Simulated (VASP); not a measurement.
# CdO (Monteponite) (Fm-3m) in VASP: a series of runs

The runs below take CdO (Monteponite) through single point, with PBE+D4, PBEsol+D3(BJ), revPBE, BLYP+D3(BJ).

Program: VASP 6.6.1. These are calculated values, not measurements. Logs are shortened: lines on timing, memory, paths and dates and some standing lists are left out, and cuts for length are marked.

## 1. The cell of the first run

It takes space group Fm-3m (No. 225, cubic). Conventional cell: a = 4.699 Å, b = 4.699 Å, c = 4.699 Å, α = 90.00°, β = 90.00°, γ = 90.00°. Cd (site symmetry m-3m) has 6 O at 2.35 Å within 3.1 Å. O (site symmetry m-3m) has 6 Cd at 2.35 Å within 3.1 Å.

## 2. Single point, PBE+D4

Contents of INCAR:

```
SYSTEM = CdO
PREC = Accurate ; ENCUT = 600
EDIFF = 1E-6 ; ISMEAR = -1
SIGMA = 0.05 ; LREAL = .FALSE.
LASPH = .TRUE. ; NELM = 120
ALGO = Normal ; ISIF = 2
LWAVE = .FALSE. ; LCHARG = .FALSE.
GGA = PE ; IVDW = 13
NBANDS = 16 ; GGA_COMPAT = .FALSE.
```

Contents of KPOINTS:

```
regular mesh
0
G
  10 10 10
  0 0 0
```

Contents of POSCAR:

```
CdO
1.0
    0.0000000000      2.3495000000      2.3495000000
    2.3495000000      0.0000000000      2.3495000000
    2.3495000000      2.3495000000      0.0000000000
Cd O
1 1
Direct
    0.0000000000      0.0000000000      0.0000000000
    0.5000000000      0.5000000000      0.5000000000
```

Potentials or basis: VASP PAW PBE potentials, release 64 (Cd, O).

Started as:

```sh
> cat potpaw_PBE.64/Cd/POTCAR potpaw_PBE.64/O/POTCAR > POTCAR
> mpirun -np 1 vasp_std > vasp.out
```

OUTCAR:

```text
SYSTEM = CdO
   PREC = Accurate
   ENCUT = 600
   EDIFF = 1E-6
   ISMEAR = -1
   LREAL = .FALSE.
   LASPH = .TRUE.
   NELM = 120
   ISIF = 2
   GGA = PE
   IVDW = 13

 ion  position               nearest neighbor table
   1  0.000  0.000  0.000-   2 2.35   2 2.35   2 2.35   2 2.35   2 2.35   2 2.35
   2  0.500  0.500  0.500-   1 2.35   1 2.35   1 2.35   1 2.35   1 2.35   1 2.35

  LATTYP: Found a face centered cubic cell.
 ALAT       =     4.6990000000

  Lattice vectors:

 A1 = (   0.0000000000,   2.3495000000,   2.3495000000)
 A2 = (   2.3495000000,   0.0000000000,   2.3495000000)
 A3 = (   2.3495000000,   2.3495000000,   0.0000000000)

Analysis of symmetry for initial positions (statically):
=====================================================================
 Subroutine PRICEL returns:
 Original cell was already a primitive cell.

 Routine SETGRP: Setting up the symmetry group for a
 face centered cubic supercell.

 Subroutine GETGRP returns: Found 48 space group operations
 (whereof 48 operations were pure point group operations)
 out of a pool of 48 trial point group operations.

The static configuration has the point symmetry O_h .

Analysis of symmetry for dynamics (positions and initial velocities):
=====================================================================
 Subroutine PRICEL returns:
 Original cell was already a primitive cell.

 Routine SETGRP: Setting up the symmetry group for a
 face centered cubic supercell.

 Subroutine GETGRP returns: Found 48 space group operations
 (whereof 48 operations were pure point group operations)
 out of a pool of 48 trial point group operations.

The dynamic configuration has the point symmetry O_h .

 Subroutine INISYM returns: Found 48 space group operations
 (whereof 48 operations are pure point group operations),
 and found     1 'primitive' translations

----------------------------------------------------------------------------------------

                                     Primitive cell

  volume of cell :      25.9392

  direct lattice vectors                    reciprocal lattice vectors
     0.000000000  2.349500000  2.349500000    -0.212811236  0.212811236  0.212811236
     2.349500000  0.000000000  2.349500000     0.212811236 -0.212811236  0.212811236
     2.349500000  2.349500000  0.000000000     0.212811236  0.212811236 -0.212811236

  length of vectors
     3.322694765  3.322694765  3.322694765     0.368599874  0.368599874  0.368599874

  position of ions in fractional coordinates (direct lattice)
     0.000000000  0.000000000  0.000000000
     0.500000000  0.500000000  0.500000000

  ion indices of the primitive-cell ions
   primitive index   ion index
                 1           1
                 2           2

----------------------------------------------------------------------------------------

 KPOINTS: regular mesh

Automatic generation of k-mesh.
 Grid dimensions read from file:
 generate k-points for:   10   10   10

 Generating k-lattice:

  Cartesian coordinates                     Fractional coordinates (reciprocal lattice)
    -0.021281124  0.021281124  0.021281124     0.100000000  0.000000000  0.000000000
     0.021281124 -0.021281124  0.021281124     0.000000000  0.100000000  0.000000000
     0.021281124  0.021281124 -0.021281124     0.000000000  0.000000000  0.100000000

  Length of vectors
     0.036859987  0.036859987  0.036859987

  Shift w.r.t. Gamma in fractional coordinates (k-lattice)
     0.000000000  0.000000000  0.000000000

 Subroutine IBZKPT returns following result:
 ===========================================

 Found     47 irreducible k-points:

 Following reciprocal coordinates:
            Coordinates               Weight
  0.000000  0.000000  0.000000      1.000000
  0.100000  0.000000  0.000000      8.000000
  0.200000  0.000000  0.000000      8.000000
  0.300000  0.000000  0.000000      8.000000
  0.400000  0.000000  0.000000      8.000000
  0.500000  0.000000  0.000000      4.000000
[... 16 lines left out ...]
  0.300000  0.300000  0.000000      6.000000
  0.400000  0.300000  0.000000     24.000000
 [... further k-points ...]
   k-points           NKPTS =     47   k-points in BZ     NKDIM =     47   number of bands    NBANDS=     16
   number of dos      NEDOS =    301   number of ions     NIONS =      2
   total plane-waves  NPLWV =  21952
   dimension x,y,z NGX =    28 NGY =   28 NGZ =   28
   dimension x,y,z NGXF=    56 NGYF=   56 NGZF=   56
   ions per type =               1   1
   NGX,Y,Z   is equivalent  to a cutoff of  14.01, 14.01, 14.01 a.u.
   NGXF,Y,Z  is equivalent  to a cutoff of  28.02, 28.02, 28.02 a.u.
 SYSTEM =  CdO
   PREC   = accura    normal or accurate (medium, high low for compatibility)
   ISTART =      0    job   : 0-new  1-cont  2-samecut
   ICHARG =      2    charge: 1-file 2-atom 10-const
   ISPIN  =      1    spin polarized calculation?
   LNONCOLLINEAR =      F non collinear calculations
   LSORBIT =      F    spin-orbit coupling
   LASPH  =      T    aspherical Exc in radial PAW
   ENCUT  =  600.0 eV  44.10 Ry    6.64 a.u.   6.64  6.64  6.64*2*pi/ulx,y,z
   NELM   =    120;   NELMIN=  2; NELMDL= -5     # of ELM steps
   EDIFF  = 0.1E-05   stopping-criterion for ELM
   LREAL  =      F    real-space projection
   EDIFFG = 0.1E-04   stopping-criterion for IOM
   NSW    =      0    number of steps for IOM
   IBRION =     -1    ionic relax: 0-MD 1-quasi-New 2-CG
   NFREE  =      0    steps in history (QN), initial steepest desc. (CG)
   ISIF   =      2    stress and relaxation
   ISYM   =      2    0-nonsym 1-usesym 2-fastsym
   POTIM  = 0.5000    time-step for ionic-motion
   TEBEG  =    0.0;   TEEND  =   0.0 temperature during run
   PSTRESS=    0.0 pullay stress
   NELECT =      18.0000    total number of electrons
   NUPDOWN=      -1.0000    fix difference up-down
   EMIN   =  10.00;   EMAX   =-10.00  energy-range for DOS
   EFERMI =   0.00;   METHOD = LEGACY
   ISMEAR =    -1;   SIGMA  =   0.05  broadening in eV -4-tet -1-fermi 0-gaus
   EFERMI_NEDOS =   21; number of points for ismear=-14 and -15
   IALGO  =     38    algorithm
   IMIX   =      4    mixing-type and parameters
     AMIX     =   0.40;   BMIX     =  1.00
     AMIX_MAG =   1.60;   BMIX_MAG =  1.00
  volume/ion in A,a.u.               =      12.97        87.52
  Fermi-wavevector in a.u.,A,eV,Ry     =   1.449373  2.738918 28.581522  2.100683
  Thomas-Fermi vector in A             =   2.567107
   LORBIT       =      0    0 simple, 1 ext, 2 COOP (PROOUT), +10 PAW based schemes
   GGA     = PE    functional components
   LHFCALC =     F    Hartree Fock is set to
   AEXX    =    0.0000 exact exchange contribution
   IVDW    =    13    specifies the selected vdW correction
   LEPSILON=     F    determine dielectric tensor
   LRPA    =     F    only Hartree local field effects (RPA)
 non-spin polarized calculation
  energy-cutoff  :      600.00
  volume of cell :       25.94
 maximum number of plane-waves:       893
   NGX = 13   NGY = 13   NGZ = 13

 number of electron      18.0000002 magnetization

 Free energy of the ion-electron system (eV)
  ---------------------------------------------------
  ext. energy  EPLUGINS =         0.00000000
  ---------------------------------------------------
  free energy    TOTEN  =        -7.69859538 eV

  energy without entropy =       -7.69805685  energy(sigma->0) =       -7.69832612

 E-fermi :   2.2035     XC(G=0): -11.6986

 val. band max:        2.0381063207   @ k =   0.5000   0.0000   0.0000
 cond. band min:       2.6415809599   @ k =   0.1000   0.0000   0.0000
 fundamental gap:      0.6034746392
 Fermi energy:         2.2034723101

 k-point     1 :       0.0000    0.0000    0.0000
  band No.  band energies     occupation
      1     -15.3296      2.00000
      2      -4.6672      2.00000
      3      -4.6672      2.00000
      4      -4.6672      2.00000
      5      -4.3609      2.00000
      6      -4.3609      2.00000
[... 8 lines left out ...]
     15      20.2265      0.00000
     16      20.2265      0.00000

 k-point     2 :       0.1000    0.0000    0.0000
  band No.  band energies     occupation
      1     -15.2606      2.00000
      2      -4.7078      2.00000
      3      -4.6506      2.00000
      4      -4.6506      2.00000
      5      -4.4283      2.00000
      6      -4.4283      2.00000
[... 8 lines left out ...]
     15      20.5042      0.00000
     16      20.5042      0.00000

 k-point     3 :       0.2000    0.0000    0.0000
  band No.  band energies     occupation
      1     -15.0738      2.00000
      2      -4.8620      2.00000
      3      -4.7660      2.00000
      4      -4.7660      2.00000
      5      -4.4242      2.00000
      6      -4.4242      2.00000
[... 8 lines left out ...]
     15      21.1353      0.00000
     16      21.1353      0.00000

 k-point     4 :       0.3000    0.0000    0.0000
  band No.  band energies     occupation
      1     -14.8290      2.00000
      2      -5.1599      2.00000
      3      -5.0054      2.00000
      4      -5.0054      2.00000
      5      -4.2877      2.00000
      6      -4.2877      2.00000
[... 8 lines left out ...]
     15      22.0915      0.00000
     16      22.0915      0.00000
[... 324 lines left out ...]
 k-point    22 :      -0.2000    0.2000    0.0000
  band No.  band energies     occupation
      1     -14.7892      2.00000
      2      -5.1417      2.00000
      3      -5.0316      2.00000
      4      -4.8673      2.00000
      5      -4.4092      2.00000
      6      -4.1085      2.00000
[... 8 lines left out ...]
     15      21.5306      0.00000
     16      22.8268      0.00000

 k-point    23 :       0.3000    0.3000    0.0000
  band No.  band energies     occupation
      1     -14.8229      2.00000
      2      -4.9711      2.00000
      3      -4.9216      2.00000
      4      -4.3088      2.00000
      5      -4.3088      2.00000
      6      -4.1872      2.00000
[... 8 lines left out ...]
     15      26.2067      0.00000
     16      26.4744      0.00000

 k-point    24 :       0.4000    0.3000    0.0000
  band No.  band energies     occupation
      1     -14.7293      2.00000
      2      -5.0260      2.00000
      3      -4.7462      2.00000
      4      -4.3758      2.00000
      5      -4.2012      2.00000
      6      -4.0741      2.00000
[... 8 lines left out ...]
     15      25.7964      0.00000
     16      26.3184      0.00000

 [... further k-points ...]

------------------------ aborting loop because EDIFF is reached ----------------------------------------

  DFT-D4 for vdW energy calculation

  Edisp (eV):   -0.62731

  FORCE on cell =-STRESS in cart. coord.  units (eV):
  Direction    XX          YY          ZZ          XY          YZ          ZX
  --------------------------------------------------------------------------------------
  -------------------------------------------------------------------------------------
  Total       0.60939     0.60939     0.60939     0.00000     0.00000     0.00000
  in kB      37.64005    37.64005    37.64005     0.00000     0.00000     0.00000
  external pressure =       37.64 kB  Pullay stress =        0.00 kB

 VOLUME and BASIS-vectors are now :
 -----------------------------------------------------------------------------
  energy-cutoff  :      600.00
  volume of cell :       25.94
      direct lattice vectors                 reciprocal lattice vectors
     0.000000000  2.349500000  2.349500000    -0.212811236  0.212811236  0.212811236
     2.349500000  0.000000000  2.349500000     0.212811236 -0.212811236  0.212811236
     2.349500000  2.349500000  0.000000000     0.212811236  0.212811236 -0.212811236

 POSITION                                       TOTAL-FORCE (eV/Angst)
 -----------------------------------------------------------------------------------
      0.00000      0.00000      0.00000         0.000000      0.000000      0.000000
      2.34950      2.34950      2.34950         0.000000      0.000000     -0.000000
 -----------------------------------------------------------------------------------
    total drift:                                0.000000      0.000000      0.000000

  FREE ENERGIE OF THE ION-ELECTRON SYSTEM (eV)
  ---------------------------------------------------
  free  energy   TOTEN  =        -8.3259058201 eV

  energy  without entropy=       -8.3253672849  energy(sigma->0) =       -8.32563655
```

Run time: 11 s. Hardware: 1 thread of Intel Xeon 6975P-C (Granite Rapids), shared host; peak memory 0.17 GiB.

Results:

```
Free energy                : -8.3259 eV
Pressure                   : 3.8 GPa
Band gap on the k mesh     : zero (band 9 reaches 2.04 eV, above the bottom of band 10 at 1.61 eV)
Dispersion energy per atom : -0.314 eV
```

Caveat: pairwise dispersion overbinds metals, which lowers pressure and volume.

## 3. Single point, PBEsol+D3(BJ)

This run uses another cell than the first one, of 12.61 Å³/atom, 0.972 times its volume.

Contents of INCAR:

```
PREC     = Accurate       # precision mode
ENCUT    = 600            # plane-wave cutoff, eV
EDIFF    = 1E-6           # SCF threshold, eV
ISMEAR   = -1             # smearing method
SIGMA    = 0.05           # smearing width, eV
LREAL    = False          # projectors in reciprocal space
LASPH    = True           # aspherical terms in the spheres
NELM     = 120            # most SCF steps
ALGO     = Normal         # electronic algorithm
ISIF     = 2              # what is computed and relaxed
LWAVE    = False          # write WAVECAR
LCHARG   = False          # write CHGCAR
GGA      = PS             # functional
IVDW     = 12             # dispersion correction
NBANDS   = 16             # bands
GGA_COMPAT= False
```

Contents of KPOINTS:

```
Automatic mesh
0
Gamma
  10 10 10
```

Contents of POSCAR:

```
CdO
1.0
    0.0000000000      2.3275708025      2.3275708025
    2.3275708025      0.0000000000      2.3275708025
    2.3275708025      2.3275708025      0.0000000000
Cd O
1 1
Direct
    0.0000000000      0.0000000000      0.0000000000
    0.5000000000      0.5000000000      0.5000000000
```

Potentials or basis: VASP PAW PBE potentials, release 64 (Cd, O).

Started as:

```sh
> cat potpaw_PBE.64/Cd/POTCAR potpaw_PBE.64/O/POTCAR > POTCAR
> mpirun -np 1 vasp_std > vasp.out
```

Run time: 10 s. Hardware: 1 thread of Intel Xeon 6975P-C (Granite Rapids), shared host; peak memory 0.18 GiB.

Results (log left out):

* Free energy: -9.0135 eV
* Pressure: 1.5 GPa
* Band gap on the k mesh: zero (band 9 reaches 2.16 eV, above the bottom of band 10 at 1.68 eV)
* Dispersion energy per atom: -0.261 eV

Levels at points of the mesh, in eV from the Fermi level:
| k point | band 6 | band 7 | band 8 | band 9 | band 10 | band 11 | band 12 | band 13 |
| --- | --- | --- | --- | --- | --- | --- | --- | --- |
| (0.00, 0.00, 0.00) | -6.56 | -1.64 | -1.64 | -1.64 | -0.64 | 14.64 | 16.92 | 16.92 |
| (0.50, 0.00, 0.00) | -6.28 | -4.06 | -0.16 | -0.16 | 4.13 | 7.28 | 11.78 | 11.78 |
| (0.50, 0.50, 0.00) | -5.77 | -4.79 | -2.66 | -2.66 | 3.72 | 8.39 | 11.00 | 13.31 |

Caveat: the PAW data sets were made with another functional, which shifts forces and pressure a little; pairwise dispersion overbinds metals, which lowers pressure and volume.

## 4. Single point, revPBE

This run uses another cell than the first one, of 12.71 Å³/atom, 0.980 times its volume.

Contents of INCAR:

```
SYSTEM = CdO
PREC = Accurate
ENCUT = 600
EDIFF = 1E-6
ISMEAR = -1
SIGMA = 0.05
LREAL = .False.
LASPH = .True.
NELM = 120
ALGO = Normal
ISIF = 2
LWAVE = .False.
LCHARG = .True.
GGA = RE
LELF = .True.
LVHAR = .True.
NBANDS = 16
GGA_COMPAT = .False.
```

Contents of KPOINTS:

```
Automatic mesh
0
Gamma
  10 10 10
  0 0 0
```

Contents of POSCAR:

```
CdO
1.0
    0.0000000000      2.3337310685      2.3337310685
    2.3337310685      0.0000000000      2.3337310685
    2.3337310685      2.3337310685      0.0000000000
Cd O
1 1
Direct
    0.0000000000      0.0000000000      0.0000000000
    0.5000000000      0.5000000000      0.5000000000
```

Started as:

```sh
> cat potpaw_PBE.64/Cd/POTCAR potpaw_PBE.64/O/POTCAR > POTCAR
> mpirun -np 1 vasp_std > vasp.out
```

It took 10 s on 1 thread of Intel Xeon 6975P-C (Granite Rapids), shared host; peak memory 0.17 GiB.

It converged, with:

- Free energy: -6.9447 eV
- Pressure: 14.2 GPa
- Band gap on the k mesh: zero (band 9 reaches 2.34 eV, above the bottom of band 10 at 2.01 eV)

Levels at points of the mesh, in eV from the Fermi level:
```csv
k point,band 5,band 6,band 7,band 8,band 9,band 10,band 11,band 12,band 13,band 14
"(0.00, 0.00, 0.00)",-6.61,-6.61,-1.56,-1.56,-1.56,-0.50,14.93,17.06,17.06,17.06
"(0.50, 0.00, 0.00)",-6.35,-6.35,-4.01,-0.16,-0.16,4.36,7.36,11.98,11.98,17.88
"(0.50, 0.50, 0.00)",-6.21,-5.87,-4.61,-2.55,-2.55,3.90,8.55,11.18,13.46,13.46
```

Caveat: the PAW data sets were made with another functional, which shifts forces and pressure a little.

## 5. Single point, BLYP+D3(BJ)

This run uses another cell than the first one, of 12.71 Å³/atom, 0.980 times its volume.

Contents of INCAR:

```
AGGAC = 1.0 ; AGGAX = 1.0
ALDAC = 0.0 ; ALDAX = 1.0
ALGO = Normal ; EDIFF = 1E-6
ENCUT = 600 ; GGA = B5
GGA_COMPAT = False ; ISIF = 2
ISMEAR = -1 ; IVDW = 12
LASPH = True ; LCHARG = True
LELF = True ; LREAL = False
LVHAR = True ; LWAVE = False
NBANDS = 16 ; NELM = 120
PREC = Accurate ; SIGMA = 0.05
VDW_A1 = 0.4298 ; VDW_A2 = 4.2359
VDW_S6 = 1.0 ; VDW_S8 = 2.6996
```

Contents of KPOINTS:

```
k-points
0
Gamma
  10 10 10
```

POSCAR is that of step 4.

Started as:

```sh
> cat potpaw_PBE.64/Cd/POTCAR potpaw_PBE.64/O/POTCAR > POTCAR
> mpirun -np 1 vasp_std > vasp.out
```

It took 15 s on 1 thread of Intel Xeon 6975P-C (Granite Rapids), shared host; peak memory 0.18 GiB.

Results (log left out):

| Quantity | Value |
| --- | --- |
| Free energy | -8.1395 eV |
| Pressure | 8.9 GPa |
| Band gap on the k mesh | zero (band 9 reaches 2.62 eV, above the bottom of band 10 at 2.38 eV) |
| Dispersion energy per atom | -0.661 eV |

Levels at points of the mesh, in eV from the Fermi level:
```csv
k point,band 5,band 6,band 7,band 8,band 9,band 10,band 11,band 12,band 13,band 14
"(0.00, 0.00, 0.00)",-6.64,-6.64,-1.56,-1.56,-1.56,-0.40,15.44,17.28,17.28,17.28
"(0.50, 0.00, 0.00)",-6.39,-6.39,-4.02,-0.16,-0.16,4.57,7.28,11.96,11.96,18.19
"(0.50, 0.50, 0.00)",-6.24,-5.88,-4.54,-2.54,-2.54,3.76,8.66,11.58,13.41,13.41
```

Caveat: the PAW data sets were made with another functional, which shifts forces and pressure a little; pairwise dispersion overbinds metals, which lowers pressure and volume.

(Part 1 of 2 ends here.)
